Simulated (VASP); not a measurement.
# Si (P6_3/mmc) in VASP: notebook

The runs below take Si through single point, relaxation of shape and atoms at fixed volume, with r2SCAN.

All numbers are computed with VASP 6.6.1; they aren't measurements. Logs are shortened: lines on timing, memory, paths and dates and some standing lists are left out, and cuts for length are marked.

## 1. The cell of the first run

It takes space group P6_3/mmc (No. 194, hexagonal). The conventional cell has a = 4.004 Å, b = 4.004 Å, c = 6.269 Å, α = 90.00°, β = 90.00°, γ = 120.00°. Si (site symmetry 3m) has 4 Si at 2.38 to 2.43 Å within 3.1 Å.

This isn't the form of Si at room conditions, which is diamond.

## 2. Single point, r2SCAN (biaxial strain in the a-b plane: +4.5 %, then relaxed in part)

File POSCAR:

```
Si
1.0
    4.0043442337      0.0000000000      0.0000000000
   -2.0021721169      3.4678638319      0.0000000000
    0.0000000000      0.0000000000      6.2687290292
Si
4
Direct
    0.3333333333      0.6666666667      0.0599901606
    0.6666666667      0.3333333333      0.5599901606
    0.3333333333      0.6666666667      0.4400098394
    0.6666666667      0.3333333333      0.9400098394
```

File INCAR.step1:

```
SYSTEM = Si
PREC = Accurate
ENCUT = 520
ISMEAR = 0
SIGMA = 0.02
LREAL = .FALSE.
LASPH = .TRUE.
NELM = 60
NBANDS = 16
GGA = PE
ALGO = Normal
EDIFF = 1E-4
LWAVE = .TRUE.
LCHARG = .FALSE.
```

File INCAR.step2:

```
SYSTEM = Si
PREC = Accurate
ENCUT = 520
EDIFF = 1E-6
ISMEAR = 0
SIGMA = 0.02
LREAL = .FALSE.
LASPH = .TRUE.
NELM = 60
ALGO = Normal
ISIF = 2
LWAVE = .FALSE.
LCHARG = .FALSE.
METAGGA = R2SCAN
LMIXTAU = .TRUE.
NBANDS = 16
ISTART = 1
```

File KPOINTS:

```
regular mesh
0
G
  12 12 4
  0 0 0
```

Potentials or basis: VASP PAW PBE potentials, release 64 (Si).

Launch:

```
> cat potpaw_PBE.64/Si/POTCAR > POTCAR
> cp INCAR.step1 INCAR
> mpirun -np 1 vasp_std > vasp.out
> cp INCAR.step2 INCAR
> mpirun -np 1 vasp_std > vasp.out
```

OUTCAR:

```text
SYSTEM = Si
   PREC = Accurate
   ENCUT = 520
   EDIFF = 1E-6
   ISMEAR = 0
   LREAL = .FALSE.
   LASPH = .TRUE.
   NELM = 60
   ISIF = 2
   METAGGA = R2SCAN
   ISTART = 1

 ion  position               nearest neighbor table
   1  0.333  0.667  0.060-   3 2.38   4 2.43   4 2.43   4 2.43
   2  0.667  0.333  0.560-   4 2.38   3 2.43   3 2.43   3 2.43
   3  0.333  0.667  0.440-   1 2.38   2 2.43   2 2.43   2 2.43
   4  0.667  0.333  0.940-   2 2.38   1 2.43   1 2.43   1 2.43

  LATTYP: Found a hexagonal cell.
 ALAT       =     4.0043442337
 C/A-ratio  =     1.5654820523

  Lattice vectors:

 A1 = (   4.0043442337,   0.0000000000,   0.0000000000)
 A2 = (  -2.0021721169,   3.4678638319,   0.0000000000)
 A3 = (   0.0000000000,   0.0000000000,   6.2687290292)

Analysis of symmetry for initial positions (statically):
=====================================================================
 Subroutine PRICEL returns:
 Original cell was already a primitive cell.

 Routine SETGRP: Setting up the symmetry group for a
 hexagonal supercell.

 Subroutine GETGRP returns: Found 24 space group operations
 (whereof 12 operations were pure point group operations)
 out of a pool of 24 trial point group operations.

The static configuration has the point symmetry D_3d.
 The point group associated with its full space group is D_6h.

Analysis of symmetry for dynamics (positions and initial velocities):
=====================================================================
 Subroutine PRICEL returns:
 Original cell was already a primitive cell.

 Routine SETGRP: Setting up the symmetry group for a
 hexagonal supercell.

 Subroutine GETGRP returns: Found 24 space group operations
 (whereof 12 operations were pure point group operations)
 out of a pool of 24 trial point group operations.

The dynamic configuration has the point symmetry D_3d.
 The point group associated with its full space group is D_6h.

 Subroutine INISYM returns: Found 24 space group operations
 (whereof 12 operations are pure point group operations),
 and found     1 'primitive' translations

----------------------------------------------------------------------------------------

                                     Primitive cell

  volume of cell :      87.0508

  direct lattice vectors                    reciprocal lattice vectors
     4.004344234  0.000000000  0.000000000     0.249728780  0.144180978  0.000000000
    -2.002172117  3.467863832  0.000000000     0.000000000  0.288361957  0.000000000
     0.000000000  0.000000000  6.268729029     0.000000000  0.000000000  0.159521969

  length of vectors
     4.004344234  4.004344234  6.268729029     0.288361957  0.288361957  0.159521969

  position of ions in fractional coordinates (direct lattice)
     0.333333333  0.666666667  0.059990161
     0.666666667  0.333333333  0.559990161
     0.333333333  0.666666667  0.440009839
     0.666666667  0.333333333  0.940009839

  ion indices of the primitive-cell ions
   primitive index   ion index
                 1           1
                 2           2
                 3           3
                 4           4

----------------------------------------------------------------------------------------

 KPOINTS: regular mesh

Automatic generation of k-mesh.
 Grid dimensions read from file:
 generate k-points for:   12   12    4

 Generating k-lattice:

  Cartesian coordinates                     Fractional coordinates (reciprocal lattice)
     0.020810732  0.012015082  0.000000000     0.083333333  0.000000000  0.000000000
     0.000000000  0.024030163  0.000000000     0.000000000  0.083333333  0.000000000
     0.000000000  0.000000000  0.039880492     0.000000000  0.000000000  0.250000000

  Length of vectors
     0.024030163  0.024030163  0.039880492

  Shift w.r.t. Gamma in fractional coordinates (k-lattice)
     0.000000000  0.000000000  0.000000000

 Subroutine IBZKPT returns following result:
 ===========================================

 Found     57 irreducible k-points:

 Following reciprocal coordinates:
            Coordinates               Weight
  0.000000  0.000000  0.000000      1.000000
  0.083333  0.000000  0.000000      6.000000
  0.166667  0.000000  0.000000      6.000000
  0.250000  0.000000  0.000000      6.000000
  0.333333 -0.000000  0.000000      6.000000
  0.416667  0.000000  0.000000      6.000000
[... 16 lines left out ...]
  0.250000  0.000000  0.250000     12.000000
  0.333333 -0.000000  0.250000     12.000000
 [... further k-points ...]
   k-points           NKPTS =     57   k-points in BZ     NKDIM =     57   number of bands    NBANDS=     16
   number of dos      NEDOS =    301   number of ions     NIONS =      4
   total plane-waves  NPLWV =  43200
   dimension x,y,z NGX =    30 NGY =   30 NGZ =   48
   dimension x,y,z NGXF=    60 NGYF=   60 NGZF=   96
   ions per type =               4
   NGX,Y,Z   is equivalent  to a cutoff of  12.45, 12.45, 12.73 a.u.
   NGXF,Y,Z  is equivalent  to a cutoff of  24.91, 24.91, 25.46 a.u.
 SYSTEM =  Si
   PREC   = accura    normal or accurate (medium, high low for compatibility)
   ISTART =      1    job   : 0-new  1-cont  2-samecut
   ICHARG =      0    charge: 1-file 2-atom 10-const
   ISPIN  =      1    spin polarized calculation?
   LNONCOLLINEAR =      F non collinear calculations
   LSORBIT =      F    spin-orbit coupling
   LASPH  =      T    aspherical Exc in radial PAW
   ENCUT  =  520.0 eV  38.22 Ry    6.18 a.u.   7.45  7.45 11.66*2*pi/ulx,y,z
   NELM   =     60;   NELMIN=  2; NELMDL=  0     # of ELM steps
   EDIFF  = 0.1E-05   stopping-criterion for ELM
   LREAL  =      F    real-space projection
   EDIFFG = 0.1E-04   stopping-criterion for IOM
   NSW    =      0    number of steps for IOM
   IBRION =     -1    ionic relax: 0-MD 1-quasi-New 2-CG
   NFREE  =      0    steps in history (QN), initial steepest desc. (CG)
   ISIF   =      2    stress and relaxation
   ISYM   =      2    0-nonsym 1-usesym 2-fastsym
   POTIM  = 0.5000    time-step for ionic-motion
   TEBEG  =    0.0;   TEEND  =   0.0 temperature during run
   PSTRESS=    0.0 pullay stress
   NELECT =      16.0000    total number of electrons
   NUPDOWN=      -1.0000    fix difference up-down
   EMIN   =  10.00;   EMAX   =-10.00  energy-range for DOS
   EFERMI =   0.00;   METHOD = LEGACY
   ISMEAR =     0;   SIGMA  =   0.02  broadening in eV -4-tet -1-fermi 0-gaus
   EFERMI_NEDOS =   21; number of points for ismear=-14 and -15
   IALGO  =     38    algorithm
   IMIX   =      4    mixing-type and parameters
     AMIX     =   0.40;   BMIX     =  1.00
     AMIX_MAG =   1.60;   BMIX_MAG =  1.00
  volume/ion in A,a.u.               =      21.76       146.86
  Fermi-wavevector in a.u.,A,eV,Ry     =   0.930802  1.758960 11.787977  0.866392
  Thomas-Fermi vector in A             =   2.057228
   LORBIT       =      0    0 simple, 1 ext, 2 COOP (PROOUT), +10 PAW based schemes
   METAGGA = R2SCAN    functional components
   LHFCALC =     F    Hartree Fock is set to
   AEXX    =    0.0000 exact exchange contribution
   IVDW    =     0    specifies the selected vdW correction
   LEPSILON=     F    determine dielectric tensor
   LRPA    =     F    only Hartree local field effects (RPA)
 non-spin polarized calculation
 Gauss-broadening in eV      SIGMA  =   0.02
  energy-cutoff  :      520.00
  volume of cell :       87.05
 maximum number of plane-waves:      2388
 NGX is ok and might be reduce to    30
   NGX = 15   NGY = 15   NGZ = 23

 number of electron      15.9999999 magnetization

 Free energy of the ion-electron system (eV)
  ---------------------------------------------------
  ext. energy  EPLUGINS =         0.00000000
  ---------------------------------------------------
  free energy    TOTEN  =       -34.81693395 eV

  energy without entropy =      -34.81693395  energy(sigma->0) =      -34.81693395

 E-fermi :   5.2171     XC(G=0):  -9.5181

 val. band max:        5.0867537174   @ k =   0.0000   0.0000   0.0000
 cond. band min:       5.6318096627   @ k =   0.5000   0.0000   0.0000
 fundamental gap:      0.5450559452
 Fermi energy:         5.2171004080

 k-point     1 :       0.0000    0.0000    0.0000
  band No.  band energies     occupation
      1      -7.0504      2.00000
      2      -4.5336      2.00000
      3      -1.9211      2.00000
      4       3.3619      2.00000
      5       3.3619      2.00000
      6       5.0609      2.00000
[... 8 lines left out ...]
     15       9.5108      0.00000
     16      11.2804      0.00000

 k-point     2 :       0.0833    0.0000    0.0000
  band No.  band energies     occupation
      1      -6.9744      2.00000
      2      -4.4551      2.00000
      3      -1.8975      2.00000
      4       2.7076      2.00000
      5       3.2134      2.00000
      6       4.4484      2.00000
[... 8 lines left out ...]
     15       9.8006      0.00000
     16      10.8771      0.00000

 k-point     3 :       0.1667    0.0000    0.0000
  band No.  band energies     occupation
      1      -6.7486      2.00000
      2      -4.2214      2.00000
      3      -1.8632      2.00000
      4       1.6325      2.00000
      5       2.8754      2.00000
      6       3.2397      2.00000
[... 8 lines left out ...]
     15      10.5484      0.00000
     16      10.5769      0.00000

 k-point     4 :       0.2500    0.0000    0.0000
  band No.  band energies     occupation
      1      -6.3810      2.00000
      2      -3.8393      2.00000
      3      -1.9614      2.00000
      4       0.7760      2.00000
      5       1.9736      2.00000
      6       2.5105      2.00000
[... 8 lines left out ...]
     15      11.3216      0.00000
     16      11.6838      0.00000

 k-point     5 :       0.3333   -0.0000    0.0000
  band No.  band energies     occupation
      1      -5.8930      2.00000
      2      -3.3271      2.00000
      3      -2.3972      2.00000
      4       0.4408      2.00000
      5       0.7932      2.00000
      6       2.2116      2.00000
[... 8 lines left out ...]
     15      12.2374      0.00000
     16      12.5183      0.00000

 k-point     6 :       0.4167    0.0000    0.0000
  band No.  band energies     occupation
      1      -5.3521      2.00000
      2      -3.0510      2.00000
      3      -2.7485      2.00000
      4      -0.1971      2.00000
      5       0.5344      2.00000
      6       2.0208      2.00000
[... 8 lines left out ...]
     15      12.4839      0.00000
     16      13.1305      0.00000
[... 267 lines left out ...]
 k-point    21 :       0.0833    0.0000    0.2500
  band No.  band energies     occupation
      1      -6.7572      2.00000
      2      -5.1614      2.00000
      3      -0.8169      2.00000
      4       2.9110      2.00000
      5       3.3005      2.00000
      6       3.3889      2.00000
[... 8 lines left out ...]
     15       9.7591      0.00000
     16      11.7678      0.00000

 k-point    22 :       0.1667    0.0000    0.2500
  band No.  band energies     occupation
      1      -6.5322      2.00000
      2      -4.9387      2.00000
      3      -0.8355      2.00000
      4       1.9060      2.00000
      5       2.4063      2.00000
      6       3.0542      2.00000
[... 8 lines left out ...]
     15      10.1691      0.00000
     16      11.6164      0.00000

 k-point    23 :       0.2500    0.0000    0.2500
  band No.  band energies     occupation
      1      -6.1664      2.00000
      2      -4.5806      2.00000
      3      -1.0962      2.00000
      4       1.1881      2.00000
      5       1.3047      2.00000
      6       2.6918      2.00000
[... 8 lines left out ...]
     15      11.1603      0.00000
     16      11.3257      0.00000

 k-point    24 :       0.3333   -0.0000    0.2500
  band No.  band energies     occupation
      1      -5.6823      2.00000
      2      -4.1246      2.00000
      3      -1.7280      2.00000
      4       0.1372      2.00000
      5       1.1407      2.00000
      6       2.3945      2.00000
[... 8 lines left out ...]
     15      12.2292      0.00000
     16      12.2803      0.00000

 [... further k-points ...]
[... 5 lines left out ...]
  --------------------------------------------------------------------------------------
  -------------------------------------------------------------------------------------
  Total       -5.0758804     -5.0758804     -0.0911438      0.0000000      0.0000000      0.0000000
  in kB      -93.4219714    -93.4219714     -1.6775080      0.0000000      0.0000000      0.0000000
  external PRESSURE =     -62.8404836 kB  Pullay stress =       0.0000000 kB

 VOLUME and BASIS-vectors are now :
 -----------------------------------------------------------------------------
  energy-cutoff  :      520.00
  volume of cell :       87.05
      direct lattice vectors                 reciprocal lattice vectors
     4.004344234  0.000000000  0.000000000     0.249728780  0.144180978  0.000000000
    -2.002172117  3.467863832  0.000000000     0.000000000  0.288361957  0.000000000
     0.000000000  0.000000000  6.268729029     0.000000000  0.000000000  0.159521969

 POSITION                                       TOTAL-FORCE (eV/Angst)
 -----------------------------------------------------------------------------------
     -0.00000      2.31191      0.37606         0.000000     -0.000000      0.003823
      2.00217      1.15595      3.51043        -0.000000      0.000000      0.003823
     -0.00000      2.31191      2.75830        -0.000000      0.000000     -0.003823
      2.00217      1.15595      5.89267         0.000000      0.000000     -0.003823
 -----------------------------------------------------------------------------------
    total drift:                               -0.000000      0.000000     -0.000000

  FREE ENERGIE OF THE ION-ELECTRON SYSTEM (eV)
  ---------------------------------------------------
  free  energy   TOTEN  =       -34.8169339536 eV

  energy  without entropy=      -34.8169339536  energy(sigma->0) =      -34.81693395
```

Wall time 5.2 min (1 thread of Intel Xeon 8259CL, shared host); peak memory 0.23 GiB.

Results:

```yaml
Free_energy: -34.8169 eV
Pressure: -6.3 GPa
Largest_force: 0.004 eV/Å
Band_gap_on_the_k_mesh: 0.55 eV (least direct gap 0.55 eV)
```

Forces on the atoms (eV/Å):
```
Si   0.000  0.000  0.004
Si   0.000  0.000  0.004
Si   0.000  0.000 -0.004
Si   0.000  0.000 -0.004
```

Stress tensor (GPa, compression positive):
```
-9.34  0.00  0.00
 0.00 -9.34  0.00
 0.00  0.00 -0.17
```

Caveat: the cell differs from its parent crystal (biaxial strain in the a-b plane: +4.5 %, then relaxed in part); the stress differs along the axes, from -9 to -0 GPa; semilocal functionals underestimate gaps, and a narrow one can read as zero; the PAW data sets were made with another functional, which shifts forces and pressure a little. A k mesh can miss the band edges.

## 3. Relaxation of shape and atoms at fixed volume, r2SCAN (20.77 Å³/atom)

This run uses another cell than the first one, of 20.77 Å³/atom.

File POSCAR:

```
Si
1.0
    3.8698505130      0.0000000000      0.0000000000
   -1.9349252565      3.3513888531      0.0000000000
    0.0000000000      0.0000000000      6.4046142857
Si
4
Direct
    0.3333333333      0.6666666667      0.0630908783
    0.6666666667      0.3333333333      0.5630908783
    0.3333333333      0.6666666667      0.4369091217
    0.6666666667      0.3333333333      0.9369091217
```

File INCAR.step1:

```
SYSTEM = Si
  ALGO = Normal
  EDIFF = 1E-4
  ENCUT = 600
  GGA = PE
  ISMEAR = 0
  LASPH = .True.
  LCHARG = .False.
  LREAL = .False.
  LWAVE = .True.
  NELM = 60
  PREC = Accurate
  SIGMA = 0.02
```

File INCAR.step2:

```
SYSTEM = Si
  ALGO = Normal
  EDIFF = 1E-6
  EDIFFG = -0.01
  ENCUT = 600
  IBRION = 2
  ISIF = 4
  ISMEAR = 0
  ISTART = 1
  LASPH = .True.
  LCHARG = .False.
  LMIXTAU = .True.
  LREAL = .False.
  LWAVE = .False.
  METAGGA = R2SCAN
  NELM = 60
  NSW = 50
  PREC = Accurate
  SIGMA = 0.02
```

File KPOINTS:

```
k-points
0
Gamma
  12 12 6
  0 0 0
```

Potentials or basis: VASP PAW PBE potentials, release 64 (Si).

Launch:

```
> cat potpaw_PBE.64/Si/POTCAR > POTCAR
> cp INCAR.step1 INCAR
> mpirun -np 1 vasp_std > vasp.out
> cp INCAR.step2 INCAR
> mpirun -np 1 vasp_std > vasp.out
```

Run time: 5.8 min. Hardware: 1 thread of Intel Xeon Platinum 8259CL at 2.50GHz (Skylake/Cascade Lake), shared host; peak memory 0.27 GiB.

Results (log left out):

```
Free energy               : -35.0238 eV
Energy gained by relaxing : 0.0 meV/atom
Ionic steps               : 2
Pressure after relaxing   : -2.9 GPa
Band gap on the k mesh    : 0.68 eV (least direct gap 1.29 eV)
```

Stress tensor (GPa, compression positive):
```
-2.87  0.00  0.00
 0.00 -2.87  0.00
 0.00  0.00 -2.95
```

Final structure:
```xyz
4
Lattice="3.8702 0.0000 0.0000 -1.9351 3.3517 0.0000 0.0000 0.0000 6.4034" Properties=species:S:1:pos:R:3 pbc="T T T"
Si    0.0000    2.2345    0.4032
Si    1.9351    1.1172    3.6049
Si    0.0000    2.2345    2.7985
Si    1.9351    1.1172    6.0002
```

Levels at points of the mesh, in eV from the valence-band top:
```tsv
k point	band 5	band 6	band 7	band 8	band 9	band 10	band 11	band 12
(0.00, 0.00, 0.00)	-1.55	-0.35	0.00	0.00	1.29	2.20	2.20	2.51
(0.50, 0.00, 0.00)	-4.71	-3.12	-2.98	-1.48	0.68	2.61	3.28	3.38
(0.00, 0.00, 0.50)	-0.95	-0.95	-0.95	-0.95	2.06	2.06	3.21	3.21
(0.50, 0.00, 0.50)	-2.51	-2.51	-2.47	-2.47	1.15	1.15	1.96	1.96
```

Caveat: semilocal functionals underestimate gaps, and a narrow one can read as zero; the PAW data sets were made with another functional, which shifts forces and pressure a little. A k mesh can miss the band edges.

(Continued in part 2 of 2.)
